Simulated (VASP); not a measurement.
**Ca: relaxation of cell and atoms with LDA**

Crystal: Ca.

```
CELL_PARAMETERS angstrom
-2.06670 2.06670 2.06670
2.06670 -2.06670 2.06670
2.06670 2.06670 -2.06670
ATOMIC_POSITIONS crystal
Ca 0.00000 0.00000 0.00000
```

This isn't the form of Ca at room conditions, which is fcc.

| Property | Result |
| --- | --- |
| Program | VASP 6.6.1 |
| Task | relaxation of cell and atoms |
| Functional | LDA |
| Potentials or basis | VASP PAW LDA potentials, release 64 (Ca_sv) |
| Cutoff | 600 eV |
| k mesh | 13 × 13 × 13 |
| Occupations | fermi-dirac, width 0.08 eV |
| Spin | no spin polarisation |
| Target pressure | 1.6 GPa |
| Dipole correction | no |
| Further INCAR settings | ALGO = Normal; EDIFF = 1e-07; IBRION = 2; EDIFFG = -0.005; NSW = 60; ISIF = 3 |

```json
{
  "Relaxed volume": "34.96 Å³/atom",
  "Relaxed cell": "a = 3.568 Å, b = 3.568 Å, c = 3.568 Å, α = 109.47°, β = 109.47°, γ = 109.47°",
  "Space group after relaxing (to 0.1 Å)": "Im-3m (No. 229)",
  "Energy change on relaxing (the run minimises the enthalpy)": "+3.2 meV/atom",
  "Ionic steps": "3",
  "Pressure after relaxing": "1.6 GPa",
  "Band gap on the k mesh": "zero (bands 5 and 6 overlap by 0.45 eV)"
}
```

The path:
```
step  energy change (eV)  largest force (eV/Å)  pressure (GPa)  volume (Å³)
   1              0.0000                0.0000            1.37        35.31
   2              0.0024                0.0000            1.54        35.05
   3              0.0032                0.0000            1.61        34.96
```

Final structure:
```
Ca
1.0
    -2.05989    2.05989    2.05989
     2.05989   -2.05989    2.05989
     2.05989    2.05989   -2.05989
Ca
1
Cartesian
  0.0000 0.0000 0.0000
```

Levels at points of the mesh, in eV from the Fermi level:
| k point | band 3 | band 4 | band 5 | band 6 | band 7 | band 8 |
| --- | --- | --- | --- | --- | --- | --- |
| (0.00, 0.00, 0.00) | -22.30 | -22.30 | -4.36 | 2.45 | 2.45 | 2.45 |

It took 100 s on 1 thread of Oxide Virtual Turin-like Processor (shared host), peak memory 0.15 GiB.

Caveat: the cell is relaxed towards a set pressure, so the run minimises the enthalpy, not the energy.
